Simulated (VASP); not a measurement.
# Li4Ge2B (R3m) in VASP: single point with PBE

Aim: the single point of Li4Ge2B with PBE.

Everything below comes from runs of VASP 6.6.1. Logs are shortened: lines on timing, memory, paths and dates and some standing lists are left out, and cuts for length are marked.

### Step 1. The cell of the first run

The structure is trigonal, space group R3m (No. 160). The conventional cell has a = 4.460 Å, b = 4.460 Å, c = 18.320 Å, α = 90.00°, β = 90.00°, γ = 120.00°. Li (site symmetry 3m) has 3 B at 2.64 Å and 5 Li at 2.71 to 2.90 Å and 6 Ge at 3.04 to 3.08 Å within 3.5 Å. Within 3.4 Å of Li (site symmetry 3m) lie 5 Li at 2.53 to 2.73 Å and 6 Ge at 2.78 to 3.12 Å and 3 B at 3.36 Å. Li (site symmetry 3m) has 7 Li at 2.62 to 3.29 Å and 1 B at 2.64 Å and 6 Ge at 2.87 to 2.99 Å within 3.5 Å. Within 3.3 Å of Li (site symmetry 3m) lie 7 Li at 2.53 to 3.29 Å and 4 Ge at 2.54 to 2.69 Å and 3 B at 2.94 Å. Within 3.4 Å of Ge (site symmetry 3m) lie 10 Li at 2.54 to 3.08 Å and 1 Ge at 2.79 Å and 3 B at 2.81 Å. Within 2.9 Å of Ge (site symmetry 3m) lie 1 B at 2.19 Å and 6 Li at 2.69 to 2.87 Å and 1 Ge at 2.79 Å. B (site symmetry 3m) has 4 Ge at 2.19 to 2.81 Å and 7 Li at 2.64 to 2.94 Å within 3.0 Å.

### Step 2. Single point, PBE

The input, INCAR:

```
PREC     = Accurate       # precision mode
ENCUT    = 520            # plane-wave cutoff, eV
EDIFF    = 1E-6           # SCF threshold, eV
ISMEAR   = -1             # smearing method
SIGMA    = 0.05           # smearing width, eV
LREAL    = F              # projectors in reciprocal space
LASPH    = T              # aspherical terms in the spheres
NELM     = 80             # most SCF steps
ALGO     = Normal         # electronic algorithm
ISIF     = 2              # what is computed and relaxed
LWAVE    = F              # write WAVECAR
LCHARG   = F              # write CHGCAR
GGA      = PE             # functional
NBANDS   = 30             # bands
```

The input, KPOINTS:

```
regular mesh
0
Gamma
  9 9 9
```

The input, POSCAR:

```
Li4Ge2B
1.0
    2.2301514921      1.2875785643      6.1065700000
   -2.2301514921      1.2875785643      6.1065700000
    0.0000000000     -2.5751571285      6.1065700000
Li Ge B
4 2 1
Direct
    0.1640558999      0.1640558999      0.1640558999
    0.3130862667      0.3130862667      0.3130862667
    0.0059803351      0.0059803351      0.0059803351
    0.4510452911      0.4510452911      0.4510452911
    0.5898663520      0.5898663520      0.5898663520
    0.7422292511      0.7422292511      0.7422292511
    0.8616366041      0.8616366041      0.8616366041
```

Potentials or basis: VASP PAW PBE potentials, release 64 (Li_sv, Ge_d, B).

Started as:

```
> cat potpaw_PBE.64/Li_sv/POTCAR potpaw_PBE.64/Ge_d/POTCAR potpaw_PBE.64/B/POTCAR > POTCAR
> mpirun -np 1 vasp_std > vasp.out
```

OUTCAR:

```text
PREC = Accurate
   ENCUT = 520
   EDIFF = 1E-6
   ISMEAR = -1
   LREAL = F
   LASPH = T
   NELM = 80
   ISIF = 2
   GGA = PE

 ion  position               nearest neighbor table
   1  0.164  0.164  0.164-
   2  0.313  0.313  0.313-   4 2.53
   3  0.006  0.006  0.006-
   4  0.451  0.451  0.451-   2 2.53   5 2.54   6 2.69   6 2.69   6 2.69
   5  0.590  0.590  0.590-   4 2.54   6 2.79
   6  0.742  0.742  0.742-   7 2.19   4 2.69   4 2.69   4 2.69   5 2.79
   7  0.862  0.862  0.862-   6 2.19

  LATTYP: Found a trigonal (rhomboedric) cell.
 ALAT       =     6.6273396927
 COS(alpha) =     0.7735250027

  Lattice vectors:

 A1 = (   2.2301514921,   1.2875785643,   6.1065700000)
 A2 = (  -2.2301514921,   1.2875785643,   6.1065700000)
 A3 = (   0.0000000000,  -2.5751571285,   6.1065700000)

Analysis of symmetry for initial positions (statically):
=====================================================================
 Subroutine PRICEL returns:
 Original cell was already a primitive cell.

 Routine SETGRP: Setting up the symmetry group for a
 trigonal (rhombohedral) supercell.

 Subroutine GETGRP returns: Found  6 space group operations
 (whereof  6 operations were pure point group operations)
 out of a pool of 12 trial point group operations.

The static configuration has the point symmetry C_3v.

Analysis of symmetry for dynamics (positions and initial velocities):
=====================================================================
 Subroutine PRICEL returns:
 Original cell was already a primitive cell.

 Routine SETGRP: Setting up the symmetry group for a
 trigonal (rhombohedral) supercell.

 Subroutine GETGRP returns: Found  6 space group operations
 (whereof  6 operations were pure point group operations)
 out of a pool of 12 trial point group operations.

The dynamic configuration has the point symmetry C_3v.

 Subroutine INISYM returns: Found  6 space group operations
 (whereof  6 operations are pure point group operations),
 and found     1 'primitive' translations

----------------------------------------------------------------------------------------

                                     Primitive cell

  volume of cell :     105.2099

  direct lattice vectors                    reciprocal lattice vectors
     2.230151492  1.287578564  6.106570000     0.224200016  0.129441940  0.054586017
    -2.230151492  1.287578564  6.106570000    -0.224200016  0.129441940  0.054586017
     0.000000000 -2.575157128  6.106570000     0.000000000 -0.258883879  0.054586017

  length of vectors
     6.627339693  6.627339693  6.627339693     0.264576069  0.264576069  0.264576069

  position of ions in fractional coordinates (direct lattice)
     0.164055900  0.164055900  0.164055900
     0.313086267  0.313086267  0.313086267
     0.005980335  0.005980335  0.005980335
     0.451045291  0.451045291  0.451045291
     0.589866352  0.589866352  0.589866352
     0.742229251  0.742229251  0.742229251
     0.861636604  0.861636604  0.861636604

  ion indices of the primitive-cell ions
   primitive index   ion index
                 1           1
                 2           2
                 3           3
                 4           4
                 5           5
                 6           6
                 7           7

----------------------------------------------------------------------------------------

 KPOINTS: regular mesh

Automatic generation of k-mesh.
 Grid dimensions read from file:
 generate k-points for:    9    9    9

 Generating k-lattice:

  Cartesian coordinates                     Fractional coordinates (reciprocal lattice)
     0.024911113  0.014382438  0.006065113     0.111111111 -0.000000000 -0.000000000
    -0.024911113  0.014382438  0.006065113    -0.000000000  0.111111111 -0.000000000
     0.000000000 -0.028764875  0.006065113     0.000000000  0.000000000  0.111111111

  Length of vectors
     0.029397341  0.029397341  0.029397341

  Shift w.r.t. Gamma in fractional coordinates (k-lattice)
     0.000000000  0.000000000  0.000000000

 Subroutine IBZKPT returns following result:
 ===========================================

 Found     85 irreducible k-points:

 Following reciprocal coordinates:
            Coordinates               Weight
  0.000000  0.000000  0.000000      1.000000
  0.111111 -0.000000  0.000000      6.000000
  0.222222 -0.000000  0.000000      6.000000
  0.333333  0.000000  0.000000      6.000000
  0.444444 -0.000000  0.000000      6.000000
  0.111111  0.111111  0.000000      6.000000
[... 16 lines left out ...]
 -0.333333  0.333333  0.000000      6.000000
  0.444444  0.444444  0.000000      6.000000
 [... further k-points ...]
   k-points           NKPTS =     85   k-points in BZ     NKDIM =     85   number of bands    NBANDS=     30
   number of dos      NEDOS =    301   number of ions     NIONS =      7
   total plane-waves  NPLWV = 125000
   dimension x,y,z NGX =    50 NGY =   50 NGZ =   50
   dimension x,y,z NGXF=   100 NGYF=  100 NGZF=  100
   ions per type =               4   2   1
   NGX,Y,Z   is equivalent  to a cutoff of  12.54, 12.54, 12.54 a.u.
   NGXF,Y,Z  is equivalent  to a cutoff of  25.08, 25.08, 25.08 a.u.
 SYSTEM =  unknown system
   PREC   = accura    normal or accurate (medium, high low for compatibility)
   ISTART =      0    job   : 0-new  1-cont  2-samecut
   ICHARG =      2    charge: 1-file 2-atom 10-const
   ISPIN  =      1    spin polarized calculation?
   LNONCOLLINEAR =      F non collinear calculations
   LSORBIT =      F    spin-orbit coupling
   LASPH  =      T    aspherical Exc in radial PAW
   ENCUT  =  520.0 eV  38.22 Ry    6.18 a.u.  12.32 12.32 12.32*2*pi/ulx,y,z
   NELM   =     80;   NELMIN=  2; NELMDL= -5     # of ELM steps
   EDIFF  = 0.1E-05   stopping-criterion for ELM
   LREAL  =      F    real-space projection
   EDIFFG = 0.1E-04   stopping-criterion for IOM
   NSW    =      0    number of steps for IOM
   IBRION =     -1    ionic relax: 0-MD 1-quasi-New 2-CG
   NFREE  =      0    steps in history (QN), initial steepest desc. (CG)
   ISIF   =      2    stress and relaxation
   ISYM   =      2    0-nonsym 1-usesym 2-fastsym
   POTIM  = 0.5000    time-step for ionic-motion
   TEBEG  =    0.0;   TEEND  =   0.0 temperature during run
   PSTRESS=    0.0 pullay stress
   NELECT =      43.0000    total number of electrons
   NUPDOWN=      -1.0000    fix difference up-down
   EMIN   =  10.00;   EMAX   =-10.00  energy-range for DOS
   EFERMI =   0.00;   METHOD = LEGACY
   ISMEAR =    -1;   SIGMA  =   0.05  broadening in eV -4-tet -1-fermi 0-gaus
   EFERMI_NEDOS =   21; number of points for ismear=-14 and -15
   IALGO  =     38    algorithm
   IMIX   =      4    mixing-type and parameters
     AMIX     =   0.40;   BMIX     =  1.00
     AMIX_MAG =   1.60;   BMIX_MAG =  1.00
  volume/ion in A,a.u.               =      15.03       101.43
  Fermi-wavevector in a.u.,A,eV,Ry     =   1.214914  2.295854 20.082406  1.476015
  Thomas-Fermi vector in A             =   2.350318
   LORBIT       =      0    0 simple, 1 ext, 2 COOP (PROOUT), +10 PAW based schemes
   GGA     = PE    functional components
   LHFCALC =     F    Hartree Fock is set to
   AEXX    =    0.0000 exact exchange contribution
   IVDW    =     0    specifies the selected vdW correction
   LEPSILON=     F    determine dielectric tensor
   LRPA    =     F    only Hartree local field effects (RPA)
 non-spin polarized calculation
  energy-cutoff  :      520.00
  volume of cell :      105.21
 maximum number of plane-waves:      2856
 NGX is ok and might be reduce to    50
   NGX = 25   NGY = 25   NGZ = 25

 number of electron      43.0000005 magnetization

 Free energy of the ion-electron system (eV)
  ---------------------------------------------------
  ext. energy  EPLUGINS =         0.00000000
  ---------------------------------------------------
  free energy    TOTEN  =       -22.78194340 eV

  energy without entropy =      -22.76647511  energy(sigma->0) =      -22.77420925

 E-fermi :   3.7973     XC(G=0):  -9.3816

 val. band max:        3.7536036601   @ k =  -0.4444   0.4444   0.0000
 cond. band min:       3.8126662768   @ k =   0.2222   0.2222   0.0000
 fundamental gap:      0.0590626167
 Fermi energy:         3.7972510164

 k-point     1 :       0.0000    0.0000    0.0000
  band No.  band energies     occupation
      1     -43.0693      2.00000
      2     -42.8538      2.00000
      3     -42.6446      2.00000
      4     -42.4796      2.00000
      5     -20.7403      2.00000
      6     -20.7259      2.00000
[... 22 lines left out ...]
     29       8.3636      0.00000
     30       9.1848      0.00000

 k-point     2 :       0.1111   -0.0000    0.0000
  band No.  band energies     occupation
      1     -43.0692      2.00000
      2     -42.8537      2.00000
      3     -42.6447      2.00000
      4     -42.4797      2.00000
      5     -20.7402      2.00000
      6     -20.7260      2.00000
[... 22 lines left out ...]
     29       8.6031      0.00000
     30       9.2041      0.00000

 k-point     3 :       0.2222   -0.0000    0.0000
  band No.  band energies     occupation
      1     -43.0688      2.00000
      2     -42.8535      2.00000
      3     -42.6450      2.00000
      4     -42.4799      2.00000
      5     -20.7399      2.00000
      6     -20.7262      2.00000
[... 22 lines left out ...]
     29       8.6959      0.00000
     30       9.3394      0.00000

 k-point     4 :       0.3333    0.0000    0.0000
  band No.  band energies     occupation
      1     -43.0684      2.00000
      2     -42.8533      2.00000
      3     -42.6454      2.00000
      4     -42.4801      2.00000
      5     -20.7396      2.00000
      6     -20.7265      2.00000
[... 616 lines left out ...]
     29       9.6322      0.00000
     30       9.8746      0.00000

 k-point    23 :      -0.3333    0.3333    0.0000
  band No.  band energies     occupation
      1     -43.0679      2.00000
      2     -42.8530      2.00000
      3     -42.6458      2.00000
      4     -42.4803      2.00000
      5     -20.7392      2.00000
      6     -20.7265      2.00000
[... 22 lines left out ...]
     29       9.5149      0.00000
     30       9.9059      0.00000

 k-point    24 :       0.4444    0.4444    0.0000
  band No.  band energies     occupation
      1     -43.0681      2.00000
      2     -42.8531      2.00000
      3     -42.6456      2.00000
      4     -42.4802      2.00000
      5     -20.7393      2.00000
      6     -20.7265      2.00000
[... 22 lines left out ...]
     29      10.0037      0.00000
     30      10.4608      0.00000

 [... further k-points ...]

------------------------ aborting loop because EDIFF is reached ----------------------------------------

  FORCE on cell =-STRESS in cart. coord.  units (eV):
  Direction    XX          YY          ZZ          XY          YZ          ZX
  --------------------------------------------------------------------------------------
  -------------------------------------------------------------------------------------
  Total       -3.6570767     -3.6570767      0.5603895     -0.0000000      0.0000000      0.0000000
  in kB      -55.6913775    -55.6913775      8.5338283     -0.0000000      0.0000000      0.0000000
  external PRESSURE =     -34.2829756 kB  Pullay stress =       0.0000000 kB

 VOLUME and BASIS-vectors are now :
 -----------------------------------------------------------------------------
  energy-cutoff  :      520.00
  volume of cell :      105.21
      direct lattice vectors                 reciprocal lattice vectors
     2.230151492  1.287578564  6.106570000     0.224200016  0.129441940  0.054586017
    -2.230151492  1.287578564  6.106570000    -0.224200016  0.129441940  0.054586017
     0.000000000 -2.575157128  6.106570000     0.000000000 -0.258883879  0.054586017

 POSITION                                       TOTAL-FORCE (eV/Angst)
 -----------------------------------------------------------------------------------
      0.00000      0.00000      3.00546         0.000000     -0.000000     -0.002421
      0.00000      0.00000      5.73565         0.000000     -0.000000     -0.000531
      0.00000      0.00000      0.10956         0.000000     -0.000000     -0.001920
      0.00000      0.00000      8.26302         0.000000      0.000000      0.002434
      0.00000      0.00000     10.80618         0.000000      0.000000      0.000212
      0.00000      0.00000     13.59742         0.000000      0.000000      0.003947
      0.00000      0.00000     15.78493         0.000000     -0.000000     -0.001722
 -----------------------------------------------------------------------------------
    total drift:                                0.000000     -0.000000      0.001588

  FREE ENERGIE OF THE ION-ELECTRON SYSTEM (eV)
  ---------------------------------------------------
  free  energy   TOTEN  =       -22.7819434006 eV

  energy  without entropy=      -22.7664751070  energy(sigma->0) =      -22.77420925
```

Run time: 3.4 min. Hardware: 1 thread of Intel Xeon 6975P-C (Granite Rapids), shared host; peak memory 0.49 GiB.

Results:

| Item | Value |
| --- | --- |
| Free energy | -22.7819 eV |
| Largest force | 0.004 eV/Å |
| Band gap on the k mesh | zero (an odd number of electrons rules out a gap without spin polarisation) |

Forces on the atoms (eV/Å):
```
Li   0.000  0.000 -0.002
Li   0.000  0.000 -0.001
Li   0.000  0.000 -0.002
Li   0.000  0.000  0.002
Ge   0.000  0.000  0.000
Ge   0.000  0.000  0.004
B    0.000  0.000 -0.002
```

Caveat: the cutoff is under 1.25 times the usual one of these potentials, so pressure, stress and relaxed cells hold a basis-set (Pulay) error.
